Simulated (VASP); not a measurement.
# CdSe (F-43m) in VASP: further runs, part 2 of 3

VASP 6.6.1. Earlier steps stand in the parts before.

### 3 Phonons, r2SCAN

This run uses another cell than the first one, of 27.84 Å³/atom.

Contents of INCAR:

```
  PREC = Accurate
  ENCUT = 520
  EDIFF = 1E-8
  ISMEAR = 0
  SIGMA = 0.01
  LREAL = F
  LASPH = T
  NELM = 80
  ALGO = Normal
  ISIF = 2
  LWAVE = F
  LCHARG = F
  METAGGA = R2SCAN
  LMIXTAU = T
  NBANDS = 16
  IBRION = 6
  NFREE = 2
  POTIM = 0.015
  NSW = 1
```

Contents of KPOINTS:

```
Automatic mesh
0
Gamma
  6 6 6
```

Contents of POSCAR:

```
CdSe
1.0
    3.0307994176      3.0307994176      0.0000000000
   -3.0307994176      3.0307994176      0.0000000000
    0.0000000000      3.0307994176      3.0307994176
Cd Se
1 1
Direct
    0.0000000000      0.0000000000      0.0000000000
    0.7500000000      0.2500000000      0.5000000000
```

Potentials or basis: VASP PAW PBE potentials, release 64 (Cd, Se).

Run with:

```sh
cat potpaw_PBE.64/Cd/POTCAR potpaw_PBE.64/Se/POTCAR > POTCAR
mpirun -np 1 vasp_std > vasp.out
```

OUTCAR:

```text
PREC = Accurate
   ENCUT = 520
   EDIFF = 1E-8
   ISMEAR = 0
   LREAL = F
   LASPH = T
   NELM = 80
   ISIF = 2
   METAGGA = R2SCAN
   IBRION = 6
   NFREE = 2
   POTIM = 0.015
   NSW = 1

 ion  position               nearest neighbor table
   1  0.000  0.000  0.000-   2 2.62   2 2.62   2 2.62   2 2.62
   2  0.750  0.250  0.500-   1 2.62   1 2.62   1 2.62   1 2.62

  LATTYP: Found a face centered cubic cell.
 ALAT       =     6.0615988352

  Lattice vectors:

 A1 = (   0.0000000000,   3.0307994176,   3.0307994176)
 A2 = (   3.0307994176,   0.0000000000,   3.0307994176)
 A3 = (   3.0307994176,   3.0307994176,   0.0000000000)

Analysis of symmetry for initial positions (statically):
=====================================================================
 Subroutine PRICEL returns:
 Original cell was already a primitive cell.

 Routine SETGRP: Setting up the symmetry group for a
 face centered cubic supercell.

 Subroutine GETGRP returns: Found 24 space group operations
 (whereof 24 operations were pure point group operations)
 out of a pool of 48 trial point group operations.

The static configuration has the point symmetry T_d .

Analysis of symmetry for dynamics (positions and initial velocities):
=====================================================================
 Subroutine PRICEL returns:
 Original cell was already a primitive cell.

 Routine SETGRP: Setting up the symmetry group for a
 face centered cubic supercell.

 Subroutine GETGRP returns: Found 24 space group operations
 (whereof 24 operations were pure point group operations)
 out of a pool of 48 trial point group operations.

The dynamic configuration has the point symmetry T_d .

 Subroutine INISYM returns: Found 24 space group operations
 (whereof 24 operations are pure point group operations),
 and found     1 'primitive' translations

----------------------------------------------------------------------------------------

                                     Primitive cell

  volume of cell :      55.6803

  direct lattice vectors                    reciprocal lattice vectors
     3.030799418  3.030799418  0.000000000     0.164972976  0.164972976 -0.164972976
    -3.030799418  3.030799418  0.000000000    -0.164972976  0.164972976 -0.164972976
     0.000000000  3.030799418  3.030799418     0.000000000  0.000000000  0.329945952

  length of vectors
     4.286197641  4.286197641  4.286197641     0.285741577  0.285741577  0.329945952

  position of ions in fractional coordinates (direct lattice)
     0.000000000  0.000000000  0.000000000
     0.750000000  0.250000000  0.500000000

  ion indices of the primitive-cell ions
   primitive index   ion index
                 1           1
                 2           2

[... 88 lines left out ...]
   LHFCALC =     F    Hartree Fock is set to
   AEXX    =    0.0000 exact exchange contribution
   IVDW    =     0    specifies the selected vdW correction
   LEPSILON=     F    determine dielectric tensor
   LRPA    =     F    only Hartree local field effects (RPA)
 finite differences with symmetry
 non-spin polarized calculation
 Gauss-broadening in eV      SIGMA  =   0.01
  energy-cutoff  :      520.00
  volume of cell :       55.68
 maximum number of plane-waves:      1524
   NGX = 15   NGY = 15   NGZ = 15

--------------------------------------- Ionic step        1  -------------------------------------------

 number of electron      17.9999998 magnetization

 Free energy of the ion-electron system (eV)
  ---------------------------------------------------
  ext. energy  EPLUGINS =         0.00000000
  ---------------------------------------------------
  free energy    TOTEN  =       -35.89737718 eV

  energy without entropy =      -35.89737718  energy(sigma->0) =      -35.89737718

------------------------ aborting loop because EDIFF is reached ----------------------------------------

  FORCE on cell =-STRESS in cart. coord.  units (eV):
  Direction    XX          YY          ZZ          XY          YZ          ZX
  --------------------------------------------------------------------------------------
  -------------------------------------------------------------------------------------
  Total        0.7916227      0.7916227      0.7916227      0.0000000      0.0000000      0.0000000
  in kB       22.7786098     22.7786098     22.7786098      0.0000000      0.0000000      0.0000000
  external PRESSURE =      22.7786098 kB  Pullay stress =       0.0000000 kB
[... 131 lines left out ...]
--------------------------------------- Ionic step        5  -------------------------------------------

 number of electron      17.9999997 magnetization

 Free energy of the ion-electron system (eV)
  ---------------------------------------------------
  ext. energy  EPLUGINS =         0.00000000
  ---------------------------------------------------
  free energy    TOTEN  =       -35.89678653 eV

  energy without entropy =      -35.89678653  energy(sigma->0) =      -35.89678653

 E-fermi :   0.8282     XC(G=0):  -9.4766

 val. band max:        0.7358257352   @ k =   0.0000   0.0000   0.0000
 cond. band min:       1.8371484902   @ k =   0.0000   0.0000   0.0000
 fundamental gap:      1.1013227550
 Fermi energy:         0.8282152723

 k-point     1 :       0.0000    0.0000    0.0000
  band No.  band energies     occupation
      1     -12.3524      2.00000
      2      -7.4844      2.00000
      3      -7.4752      2.00000
      4      -7.4662      2.00000
      5      -7.0607      2.00000
      6      -7.0606      2.00000
[... 433 lines left out ...]
      3      -7.3433      2.00000
      4      -7.0643      2.00000
      5      -7.0609      2.00000
      6      -6.8265      2.00000
[... 8 lines left out ...]
     15      12.4110      0.00000
     16      13.5524      0.00000

 [... further k-points ...]

------------------------ aborting loop because EDIFF is reached ----------------------------------------

  FORCE on cell =-STRESS in cart. coord.  units (eV):
  Direction    XX          YY          ZZ          XY          YZ          ZX
  --------------------------------------------------------------------------------------
  -------------------------------------------------------------------------------------
  Total        0.7918109      0.7940597      0.7940597      0.0000000     -0.1111622      0.0000000
  in kB       22.7840263     22.8487356     22.8487356      0.0000000     -3.1986455      0.0000000
  external PRESSURE =      22.8271658 kB  Pullay stress =       0.0000000 kB
[... 17 lines left out ...]
  FREE ENERGIE OF THE ION-ELECTRON SYSTEM (eV)
  ---------------------------------------------------
  free  energy   TOTEN  =       -35.8967865282 eV

  energy  without entropy=      -35.8967865282  energy(sigma->0) =      -35.89678653

 INTERNAL STRAIN TENSORS FROM DISPLACED ATOMS
 ============================================

 INTERNAL STRAIN TENSOR FOR ION    1 for displacements in x,y,z  (eV/Angst):
          X           Y           Z          XY          YZ          ZX
  --------------------------------------------------------------------------------
  x    -0.00000     0.00000     0.00000     0.00000    -7.40177     0.00000
  y     0.00000    -0.00000     0.00000     0.00000     0.00000    -7.40177
  z     0.00000     0.00000    -0.00000    -7.40177     0.00000     0.00000

 INTERNAL STRAIN TENSOR FOR ION    2 for displacements in x,y,z  (eV/Angst):
          X           Y           Z          XY          YZ          ZX
  --------------------------------------------------------------------------------
  x    -0.00000    -0.00000    -0.00000     0.00000     7.41124     0.00000
  y     0.00000    -0.00000     0.00000     0.00000     0.00000     7.41124
  z    -0.00000    -0.00000    -0.00000     7.41124     0.00000     0.00000

 Eigenvectors and eigenvalues of the dynamical matrix
 ----------------------------------------------------

   1 f  =    5.261295 THz    33.057690 2PiTHz  175.497905 cm-1    21.758957 meV
             X         Y         Z           dx          dy          dz
      0.000000  0.000000  0.000000    -0.641221   -0.000000   -0.000000
      1.515400  4.546199  1.515400     0.767356   -0.000000   -0.000000
[... 21 lines left out ...]
   6 f/i=    0.007681 THz     0.048263 2PiTHz    0.256219 cm-1     0.031767 meV
             X         Y         Z           dx          dy          dz
      0.000000  0.000000  0.000000     0.315734    0.525929   -0.461027
      1.515400  4.546199  1.515400     0.263835    0.439479   -0.385246

 ELASTIC MODULI CONTR FROM IONIC RELAXATION (kBar)
 Direction    XX          YY          ZZ          XY          YZ          ZX
 --------------------------------------------------------------------------------
 XX          -0.0000     -0.0000      0.0000      0.0000     -0.0000     -0.0000
 YY          -0.0000     -0.0000     -0.0000      0.0000      0.0000     -0.0000
 ZZ           0.0000     -0.0000     -0.0000     -0.0000      0.0000     -0.0000
 XY           0.0000      0.0000     -0.0000   -300.6331      0.0000     -0.0000
 YZ          -0.0000      0.0000      0.0000      0.0000   -300.6331     -0.0000
 ZX          -0.0000     -0.0000     -0.0000     -0.0000     -0.0000   -300.6331
 --------------------------------------------------------------------------------
```

Run time: 3.2 min. Hardware: 1 thread of Intel Xeon 6975P-C (Granite Rapids), shared host; peak memory 0.23 GiB.

What came out:

```
Highest phonon frequency at Γ, LO-TO splitting left out : 175 cm⁻¹
```

Phonon frequencies in cm⁻¹ (negative: imaginary):
```
              q point        frequencies
(0.000, 0.000, 0.000)  0 0 0 175 175 175
```

Caveat: the cell stands under pressure or tension, which shifts response properties; the PAW data sets were made with another functional, which shifts forces and pressure a little.

### 4 Phonons, r2SCAN

This run uses another cell than the first one, of 28.84 Å³/atom.

Contents of INCAR:

```
  ALGO = Normal
  EDIFF = 1E-8
  ENCUT = 520
  IBRION = 6
  ISIF = 2
  ISMEAR = 0
  LASPH = T
  LCHARG = F
  LMIXTAU = T
  LREAL = F
  LWAVE = F
  METAGGA = R2SCAN
  NELM = 80
  NFREE = 2
  NSW = 1
  POTIM = 0.015
  PREC = Accurate
  SIGMA = 0.01
```

Contents of KPOINTS:

```
k-points
0
Gamma
  6 6 6
```

Contents of POSCAR:

```
CdSe
1.0
    3.0667787416      3.0667787416      0.0000000000
   -3.0667787416      3.0667787416      0.0000000000
    0.0000000000      3.0667787416      3.0667787416
Cd Se
1 1
Direct
    0.0000000000      0.0000000000      0.0000000000
    0.7500000000      0.2500000000      0.5000000000
```

Potentials or basis: VASP PAW PBE potentials, release 64 (Cd, Se).

Run with:

```sh
cat potpaw_PBE.64/Cd/POTCAR potpaw_PBE.64/Se/POTCAR > POTCAR
mpirun -np 1 vasp_std > vasp.out
```

OUTCAR:

```text
EDIFF = 1E-8
   ENCUT = 520
   IBRION = 6
   ISIF = 2
   ISMEAR = 0
   LASPH = T
   LREAL = F
   METAGGA = R2SCAN
   NELM = 80
   NFREE = 2
   NSW = 1
   POTIM = 0.015
   PREC = Accurate

 ion  position               nearest neighbor table
   1  0.000  0.000  0.000-   2 2.66   2 2.66   2 2.66   2 2.66
   2  0.750  0.250  0.500-   1 2.66   1 2.66   1 2.66   1 2.66

  LATTYP: Found a face centered cubic cell.
 ALAT       =     6.1335574832

  Lattice vectors:

 A1 = (   0.0000000000,   3.0667787416,   3.0667787416)
 A2 = (   3.0667787416,   0.0000000000,   3.0667787416)
 A3 = (   3.0667787416,   3.0667787416,   0.0000000000)

Analysis of symmetry for initial positions (statically):
=====================================================================
 Subroutine PRICEL returns:
 Original cell was already a primitive cell.

[... 714 lines left out ...]
  Total        0.0905011      0.0923017      0.0923017      0.0000000     -0.0910280      0.0000000
  in kB        2.5135464      2.5635556      2.5635556      0.0000000     -2.5281827      0.0000000
  external PRESSURE =       2.5468859 kB  Pullay stress =       0.0000000 kB
[... 17 lines left out ...]
  FREE ENERGIE OF THE ION-ELECTRON SYSTEM (eV)
  ---------------------------------------------------
  free  energy   TOTEN  =       -35.9123862267 eV

  energy  without entropy=      -35.9123862267  energy(sigma->0) =      -35.91238623

 INTERNAL STRAIN TENSORS FROM DISPLACED ATOMS
 ============================================

 INTERNAL STRAIN TENSOR FOR ION    1 for displacements in x,y,z  (eV/Angst):
          X           Y           Z          XY          YZ          ZX
  --------------------------------------------------------------------------------
  x     0.00000     0.00000     0.00000     0.00000    -6.05951     0.00000
  y     0.00000     0.00000     0.00000     0.00000     0.00000    -6.05951
  z     0.00000     0.00000     0.00000    -6.05951     0.00000     0.00000

 INTERNAL STRAIN TENSOR FOR ION    2 for displacements in x,y,z  (eV/Angst):
          X           Y           Z          XY          YZ          ZX
  --------------------------------------------------------------------------------
  x     0.00000     0.00000     0.00000     0.00000     6.06935     0.00000
  y     0.00000    -0.00000     0.00000     0.00000     0.00000     6.06935
  z     0.00000     0.00000     0.00000     6.06935     0.00000     0.00000

 Eigenvectors and eigenvalues of the dynamical matrix
 ----------------------------------------------------

   1 f  =    4.941835 THz    31.050465 2PiTHz  164.841871 cm-1    20.437778 meV
             X         Y         Z           dx          dy          dz
      0.000000  0.000000  0.000000     0.000000    0.642540    0.000000
      1.533389  4.600168  1.533389     0.000000   -0.766252    0.000000
[... 21 lines left out ...]
   6 f/i=    0.001287 THz     0.008086 2PiTHz    0.042926 cm-1     0.005322 meV
             X         Y         Z           dx          dy          dz
      0.000000  0.000000  0.000000     0.000000   -0.000000    0.766252
      1.533389  4.600168  1.533389    -0.000000    0.000000    0.642540

 ELASTIC MODULI CONTR FROM IONIC RELAXATION (kBar)
 Direction    XX          YY          ZZ          XY          YZ          ZX
 --------------------------------------------------------------------------------
 XX          -0.0000     -0.0000     -0.0000      0.0000     -0.0000      0.0000
 YY          -0.0000     -0.0000     -0.0000      0.0000      0.0000      0.0000
 ZZ          -0.0000     -0.0000     -0.0000     -0.0000      0.0000      0.0000
 XY           0.0000      0.0000     -0.0000   -220.3730     -0.0000      0.0000
 YZ          -0.0000      0.0000      0.0000     -0.0000   -220.3730      0.0000
 ZX           0.0000      0.0000      0.0000      0.0000      0.0000   -220.3730
 --------------------------------------------------------------------------------
```

OSZICAR:

```text
N       E                     dE             d eps       ncg     rms          rms(c)
DAV:   1     0.730098578286E+02    0.73010E+02   -0.90009E+03   432   0.125E+03
DAV:   2    -0.362412564601E+02   -0.10925E+03   -0.10408E+03   481   0.294E+02
DAV:   3    -0.407772881018E+02   -0.45360E+01   -0.45153E+01   471   0.621E+01
[... 72 lines left out ...]
DAV:   8    -0.359123855378E+02   -0.30132E-06   -0.34984E-07  1226   0.646E-03    0.130E-03
DAV:   9    -0.359123861459E+02   -0.60813E-06   -0.22839E-07  1236   0.379E-03    0.861E-04
DAV:  10    -0.359123862067E+02   -0.60723E-07   -0.89943E-08  1221   0.333E-03    0.142E-04
DAV:  11    -0.359123862268E+02   -0.20178E-07   -0.88414E-09   916   0.104E-03    0.975E-05
DAV:  12    -0.359123862267E+02    0.87084E-10   -0.23386E-09   663   0.437E-04
   5 F= -.35912386E+02 E0= -.35912386E+02  d E =-.163562E-51
```

It took 5.5 min on 1 thread of Intel Xeon Platinum 8259CL at 2.50GHz (Skylake/Cascade Lake), shared host; peak memory 0.23 GiB.

Results:

| Property | Result |
| --- | --- |
| Highest phonon frequency at Γ, LO-TO splitting left out | 165 cm⁻¹ |

Phonon frequencies in cm⁻¹ (negative: imaginary):
| q point | frequencies |
| --- | --- |
| (0.000, 0.000, 0.000) | 0 0 0 165 165 165 |

Caveat: the PAW data sets were made with another functional, which shifts forces and pressure a little.

(Part 2 of 3 ends here.)
